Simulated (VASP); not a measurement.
# SnO2 (Pnnm) in VASP: notebook

Runs on SnO2. Level: PBEsol. Tasks: single point.

Program: VASP 6.6.1. These are calculated values, not measurements. Logs are shortened: lines on timing, memory, paths and dates and some standing lists are left out, and cuts for length are marked.

**1. The cell of the first run**

The structure is orthorhombic, space group Pnnm (No. 58). The conventional cell has a = 4.756 Å, b = 4.834 Å, c = 3.219 Å, α = 90.00°, β = 90.00°, γ = 90.00°. Sn (site symmetry 2/m) has 6 O at 2.08 Å within 2.8 Å. Within 2.8 Å of O (site symmetry m) lie 3 Sn at 2.08 Å and 1 O at 2.63 Å.

**2. Single point, PBEsol**

INCAR

```
PREC = Accurate
ENCUT = 520
EDIFF = 1E-7
ISMEAR = 0
SIGMA = 0.01
LREAL = False
LASPH = True
NELM = 80
ALGO = Normal
ISIF = 2
LWAVE = False
LCHARG = False
GGA = PS
NBANDS = 35
```

KPOINTS

```
regular mesh
0
Gamma
  4 4 6
```

POSCAR

```
SnO2
1.0
    4.7558648036      0.0000000000      0.0000000000
    0.0000000000      4.8339174051      0.0000000000
    0.0000000000      0.0000000000      3.2191483379
Sn O
2 4
Direct
    0.5000000000      0.5000000000      0.5000000000
    0.0000000000      0.0000000000      0.0000000000
    0.2918500000      0.3210400000      0.0000000000
    0.7918500000      0.1789600000      0.5000000000
    0.2081400000      0.8210400000      0.5000000000
    0.7081500000      0.6789600000      0.0000000000
```

Potentials or basis: VASP PAW PBE potentials, release 64 (Sn_d, O).

Launch:

```bash
$ cat potpaw_PBE.64/Sn_d/POTCAR potpaw_PBE.64/O/POTCAR > POTCAR
$ mpirun -np 1 vasp_std > vasp.out
```

OUTCAR:

```text
PREC = Accurate
   ENCUT = 520
   EDIFF = 1E-7
   ISMEAR = 0
   LREAL = False
   LASPH = True
   NELM = 80
   ISIF = 2
   GGA = PS

 ion  position               nearest neighbor table
   1  0.500  0.500  0.500-   3 2.08   6 2.08   3 2.08   6 2.08   4 2.08   5 2.08   2 3.75   2 3.75
                             2 3.75   2 3.75   2 3.75   2 3.75   2 3.75   2 3.75
   2  0.000  0.000  0.000-   5 2.08   5 2.08   4 2.08   4 2.08   3 2.08   6 2.08   1 3.75   1 3.75
                             1 3.75   1 3.75   1 3.75   1 3.75   1 3.75   1 3.75
   3  0.292  0.321  0.000-   1 2.08   1 2.08   2 2.08
   4  0.792  0.179  0.500-   2 2.08   2 2.08   1 2.08
   5  0.208  0.821  0.500-   2 2.08   2 2.08   1 2.08
   6  0.708  0.679  0.000-   1 2.08   1 2.08   2 2.08

  LATTYP: Found a simple orthorhombic cell.
 ALAT       =     3.2191483379
 B/A-ratio  =     1.4773673980
 C/A-ratio  =     1.5016137493

  Lattice vectors:

 A1 = (   0.0000000000,   0.0000000000,   3.2191483379)
 A2 = (   4.7558648036,   0.0000000000,   0.0000000000)
 A3 = (   0.0000000000,   4.8339174051,   0.0000000000)

Analysis of symmetry for initial positions (statically):
=====================================================================
 Subroutine PRICEL returns:
 Original cell was already a primitive cell.

 Routine SETGRP: Setting up the symmetry group for a
 simple orthorhombic supercell.

 Subroutine GETGRP returns: Found  2 space group operations
 (whereof  2 operations were pure point group operations)
 out of a pool of  8 trial point group operations.

The static configuration has the point symmetry C_1h.

Analysis of symmetry for dynamics (positions and initial velocities):
=====================================================================
 Subroutine PRICEL returns:
 Original cell was already a primitive cell.

 Routine SETGRP: Setting up the symmetry group for a
 simple orthorhombic supercell.

 Subroutine GETGRP returns: Found  2 space group operations
 (whereof  2 operations were pure point group operations)
 out of a pool of  8 trial point group operations.

The dynamic configuration has the point symmetry C_1h.

 Subroutine INISYM returns: Found  2 space group operations
 (whereof  2 operations are pure point group operations),
 and found     1 'primitive' translations

----------------------------------------------------------------------------------------

                                     Primitive cell

[... 101 lines left out ...]
   NSW    =      0    number of steps for IOM
   IBRION =     -1    ionic relax: 0-MD 1-quasi-New 2-CG
   NFREE  =      0    steps in history (QN), initial steepest desc. (CG)
   ISIF   =      2    stress and relaxation
   ISYM   =      2    0-nonsym 1-usesym 2-fastsym
   POTIM  = 0.5000    time-step for ionic-motion
   TEBEG  =    0.0;   TEEND  =   0.0 temperature during run
   PSTRESS=    0.0 pullay stress
   NELECT =      52.0000    total number of electrons
   NUPDOWN=      -1.0000    fix difference up-down
   EMIN   =  10.00;   EMAX   =-10.00  energy-range for DOS
   EFERMI =   0.00;   METHOD = LEGACY
   ISMEAR =     0;   SIGMA  =   0.01  broadening in eV -4-tet -1-fermi 0-gaus
   EFERMI_NEDOS =   21; number of points for ismear=-14 and -15
   IALGO  =     38    algorithm
   IMIX   =      4    mixing-type and parameters
     AMIX     =   0.40;   BMIX     =  1.00
     AMIX_MAG =   1.60;   BMIX_MAG =  1.00
  volume/ion in A,a.u.               =      12.33        83.24
  Fermi-wavevector in a.u.,A,eV,Ry     =   1.455412  2.750330 28.820200  2.118225
  Thomas-Fermi vector in A             =   2.572450
   LORBIT       =      0    0 simple, 1 ext, 2 COOP (PROOUT), +10 PAW based schemes
   GGA     = PS    functional components
   LHFCALC =     F    Hartree Fock is set to
   AEXX    =    0.0000 exact exchange contribution
   IVDW    =     0    specifies the selected vdW correction
   LEPSILON=     F    determine dielectric tensor
   LRPA    =     F    only Hartree local field effects (RPA)
 non-spin polarized calculation
 Gauss-broadening in eV      SIGMA  =   0.01
  energy-cutoff  :      520.00
  volume of cell :       74.01
 maximum number of plane-waves:      2016
 NGX is ok and might be reduce to    36
   NGX = 17   NGY = 17   NGZ = 11

 number of electron      52.0000010 magnetization

 Free energy of the ion-electron system (eV)
  ---------------------------------------------------
  ext. energy  EPLUGINS =         0.00000000
  ---------------------------------------------------
  free energy    TOTEN  =       -39.65312551 eV

  energy without entropy =      -39.65312551  energy(sigma->0) =      -39.65312551

 E-fermi :   5.5902     XC(G=0): -11.3598

 val. band max:        5.5350303925   @ k =   0.0000   0.0000   0.0000
 cond. band min:       6.4396133518   @ k =   0.0000   0.0000   0.0000
 fundamental gap:      0.9045829593
 Fermi energy:         5.5902210020

 k-point     1 :       0.0000    0.0000    0.0000
  band No.  band energies     occupation
      1     -15.3493      2.00000
      2     -14.6432      2.00000
      3     -14.4131      2.00000
      4     -14.3891      2.00000
      5     -14.3853      2.00000
      6     -14.3129      2.00000
[... 901 lines left out ...]
     34      17.1196      0.00000
     35      17.6764      0.00000

 [... further k-points ...]

------------------------ aborting loop because EDIFF is reached ----------------------------------------

  FORCE on cell =-STRESS in cart. coord.  units (eV):
  Direction    XX          YY          ZZ          XY          YZ          ZX
  --------------------------------------------------------------------------------------
  -------------------------------------------------------------------------------------
  Total       -0.9564074     -1.0826009     -0.9348716      0.0000270      0.0000000      0.0000000
  in kB      -20.7054082    -23.4373900    -20.2391760      0.0005854      0.0000000      0.0000000
  external PRESSURE =     -21.4606581 kB  Pullay stress =       0.0000000 kB

 VOLUME and BASIS-vectors are now :
 -----------------------------------------------------------------------------
  energy-cutoff  :      520.00
  volume of cell :       74.01
      direct lattice vectors                 reciprocal lattice vectors
     4.755864804  0.000000000  0.000000000     0.210266700  0.000000000  0.000000000
     0.000000000  4.833917405  0.000000000     0.000000000  0.206871553  0.000000000
     0.000000000  0.000000000  3.219148338     0.000000000  0.000000000  0.310641168

 POSITION                                       TOTAL-FORCE (eV/Angst)
 -----------------------------------------------------------------------------------
      2.37793      2.41696      1.60957        -0.000094      0.000113      0.000000
      0.00000      0.00000      0.00000        -0.000225      0.000184      0.000000
      1.38800      1.55188      0.00000         0.040624     -0.055108      0.000000
      3.76593      0.86508      1.60957         0.040484      0.055229      0.000000
      0.98989      3.96884      1.60957        -0.040022     -0.055542      0.000000
      3.36787      3.28204      0.00000        -0.040767      0.055123      0.000000
 -----------------------------------------------------------------------------------
    total drift:                               -0.000023     -0.000000     -0.000000

  FREE ENERGIE OF THE ION-ELECTRON SYSTEM (eV)
  ---------------------------------------------------
  free  energy   TOTEN  =       -39.6531255077 eV

  energy  without entropy=      -39.6531255077  energy(sigma->0) =      -39.65312551
```

OSZICAR:

```text
N       E                     dE             d eps       ncg     rms          rms(c)
DAV:   1     0.628643633828E+03    0.62864E+03   -0.25609E+04  3121   0.230E+03
DAV:   2     0.579446723227E+02   -0.57070E+03   -0.53955E+03  2992   0.612E+02
DAV:   3    -0.398069109956E+02   -0.97752E+02   -0.95825E+02  3058   0.208E+02
DAV:   4    -0.449384557807E+02   -0.51315E+01   -0.50892E+01  3543   0.516E+01
DAV:   5    -0.450747280278E+02   -0.13627E+00   -0.13607E+00  3570   0.890E+00    0.147E+01
DAV:   6    -0.396576015803E+02    0.54171E+01   -0.15052E+01  4356   0.613E+01    0.601E+00
DAV:   7    -0.397095180449E+02   -0.51916E-01   -0.17474E+00  3186   0.728E+00    0.312E+00
DAV:   8    -0.396629985510E+02    0.46519E-01   -0.18535E-01  4162   0.365E+00    0.697E-01
DAV:   9    -0.396525943156E+02    0.10404E-01   -0.30975E-02  4527   0.281E+00    0.119E-01
DAV:  10    -0.396530803235E+02   -0.48601E-03   -0.36236E-03  3765   0.533E-01    0.452E-02
DAV:  11    -0.396531267757E+02   -0.46452E-04   -0.13700E-04  4357   0.948E-02    0.207E-02
DAV:  12    -0.396531278101E+02   -0.10344E-05   -0.93058E-06  4269   0.292E-02    0.128E-02
DAV:  13    -0.396531255654E+02    0.22448E-05   -0.67429E-06  4276   0.292E-02    0.102E-03
DAV:  14    -0.396531255077E+02    0.57696E-07   -0.47398E-07  3251   0.454E-03
   1 F= -.39653126E+02 E0= -.39653126E+02  d E =-.347160E-17
```

Wall time 95 s (1 thread of Intel Xeon Platinum 8375C at 2.90GHz (Ice Lake), shared host); peak memory 0.22 GiB.

Results:

```yaml
Free_energy: -39.6531 eV
Pressure: -2.1 GPa
Largest_force: 0.069 eV/Å
Band_gap_on_the_k_mesh: 0.90 eV, direct
```

Forces on the atoms (eV/Å):
```
Sn   0.000  0.000  0.000
Sn   0.000  0.000  0.000
O    0.041 -0.055  0.000
O    0.040  0.055  0.000
O   -0.040 -0.056  0.000
O   -0.041  0.055  0.000
```

Caveat: the PAW data sets were made with another functional, which shifts forces and pressure a little; spin-orbit coupling is left out, which moves the levels of the heavy elements. Expect the measured gap to be larger: semilocal functionals such as PBEsol lack the derivative discontinuity.

**3. Single point, PBEsol**

This run uses another cell than the first one, of 12.59 Å³/atom, 1.020 times its volume.

INCAR

```
  ALGO = Normal
  EDIFF = 1E-7
  ENCUT = 520
  GGA = PS
  ISIF = 2
  ISMEAR = 0
  LASPH = T
  LCHARG = F
  LREAL = F
  LWAVE = F
  NBANDS = 35
  NELM = 100
  PREC = Accurate
  SIGMA = 0.01
```

KPOINTS

```
k-points
0
Gamma
  4 4 6
```

Edit POSCAR of step 2 so:

```diff
@@ -2,5 +2,5 @@
 1.0
-    4.7558648036      0.0000000000      0.0000000000
-    0.0000000000      4.8339174051      0.0000000000
-    0.0000000000      0.0000000000      3.2191483379
+    4.7880000000      0.0000000000      0.0000000000
+    0.0000000000      4.8665800000      0.0000000000
+    0.0000000000      0.0000000000      3.2409000000
 Sn O
```

Potentials or basis: VASP PAW PBE potentials, release 64 (Sn_d, O).

Launch:

```bash
$ cat potpaw_PBE.64/Sn_d/POTCAR potpaw_PBE.64/O/POTCAR > POTCAR
$ mpirun -np 1 vasp_std > vasp.out
```

Wall time 87 s (1 thread of Intel Xeon Platinum 8375C at 2.90GHz (Ice Lake), shared host); peak memory 0.22 GiB.

Results (log left out):

```yaml
Free_energy: -39.6177 eV
Pressure: -5.8 GPa
Largest_force: 0.104 eV/Å
Band_gap_on_the_k_mesh: 0.72 eV, direct
```

Forces in eV/Å, atoms in the order of the input:
```
Sn   0.000  0.000  0.000
Sn   0.000  0.000  0.000
O    0.103 -0.018  0.000
O    0.103  0.018  0.000
O   -0.102 -0.018  0.000
O   -0.103  0.018  0.000
```

Stress tensor (GPa, compression positive):
```
-5.32  0.00  0.00
 0.00 -5.57  0.00
 0.00  0.00 -6.39
```

Levels at points of the mesh, in eV from the valence-band top:
```tsv
k point	band 24	band 25	band 26	band 27	band 28	band 29
(0.00, 0.00, 0.00)	-0.63	-0.62	0.00	0.72	5.63	5.92
(0.50, 0.00, 0.00)	-1.12	-0.44	-0.44	3.79	3.79	6.51
(0.00, 0.50, 0.00)	-1.11	-0.56	-0.56	3.95	3.95	6.96
(0.50, 0.50, 0.00)	-1.24	-0.73	-0.73	4.27	4.27	7.07
(0.00, 0.00, 0.50)	-1.46	-1.05	-1.05	5.57	5.57	9.26
(0.50, 0.00, 0.50)	-0.82	-0.71	-0.71	5.87	5.87	7.63
(0.00, 0.50, 0.50)	-1.03	-0.61	-0.61	5.77	5.77	7.41
(0.50, 0.50, 0.50)	-0.84	-0.66	-0.66	4.33	4.33	8.52
```

Caveat: the PAW data sets were made with another functional, which shifts forces and pressure a little; spin-orbit coupling is left out, which moves the levels of the heavy elements.

**4. Single point, PBEsol**

This run uses another cell than the first one, of 12.84 Å³/atom, 1.041 times its volume.

INCAR

```
ALGO = Normal
EDIFF = 1E-6
ENCUT = 520
GGA = PS
ISIF = 2
ISMEAR = 0
LASPH = T
LCHARG = T
LELF = T
LREAL = F
LVHAR = T
LWAVE = F
NBANDS = 35
NELM = 80
PREC = Accurate
SIGMA = 0.01
```

KPOINTS is that of step 3.

Edit POSCAR of step 3 so:

```diff
@@ -2,5 +2,5 @@
 1.0
-    4.7880000000      0.0000000000      0.0000000000
-    0.0000000000      4.8665800000      0.0000000000
-    0.0000000000      0.0000000000      3.2409000000
+    4.8197095334      0.0000000000      0.0000000000
+    0.0000000000      4.8988099459      0.0000000000
+    0.0000000000      0.0000000000      3.2623635394
 Sn O
```

Launch:

```bash
$ cat potpaw_PBE.64/Sn_d/POTCAR potpaw_PBE.64/O/POTCAR > POTCAR
$ mpirun -np 1 vasp_std > vasp.out
```

Wall time 1.7 min (1 thread of Intel Xeon Platinum 8375C at 2.90GHz (Ice Lake), shared host); peak memory 0.23 GiB.

Results (log left out):

* Free energy: -39.5502 eV
* Pressure: -9.0 GPa
* Largest force: 0.160 eV/Å
* Band gap on the k mesh: 0.56 eV, direct

Forces on the atoms (eV/Å):
```
Sn   0.000  0.000  0.000
Sn   0.000  0.000  0.000
O    0.159  0.016  0.000
O    0.159 -0.016  0.000
O   -0.158  0.016  0.000
O   -0.159 -0.016  0.000
```

Stress tensor (GPa, compression positive):
```
 -8.20   0.00   0.00
  0.00  -8.41   0.00
  0.00   0.00 -10.25
```

Levels at points of the mesh, in eV from the valence-band top:
| k point | band 24 | band 25 | band 26 | band 27 | band 28 | band 29 |
| --- | --- | --- | --- | --- | --- | --- |
| (0.00, 0.00, 0.00) | -0.58 | -0.58 | 0.00 | 0.56 | 5.48 | 5.84 |
| (0.50, 0.00, 0.00) | -1.10 | -0.40 | -0.40 | 3.62 | 3.62 | 6.43 |
| (0.00, 0.50, 0.00) | -1.09 | -0.52 | -0.52 | 3.78 | 3.78 | 6.86 |
| (0.50, 0.50, 0.00) | -1.22 | -0.68 | -0.68 | 4.10 | 4.10 | 6.96 |
| (0.00, 0.00, 0.50) | -1.38 | -1.00 | -1.00 | 5.37 | 5.37 | 9.14 |
| (0.50, 0.00, 0.50) | -0.77 | -0.70 | -0.70 | 5.67 | 5.67 | 7.50 |
| (0.00, 0.50, 0.50) | -0.97 | -0.59 | -0.59 | 5.58 | 5.58 | 7.28 |
| (0.50, 0.50, 0.50) | -0.79 | -0.61 | -0.61 | 4.17 | 4.17 | 8.44 |

Caveat: the PAW data sets were made with another functional, which shifts forces and pressure a little; spin-orbit coupling is left out, which moves the levels of the heavy elements.

(Continued in part 2 of 2.)
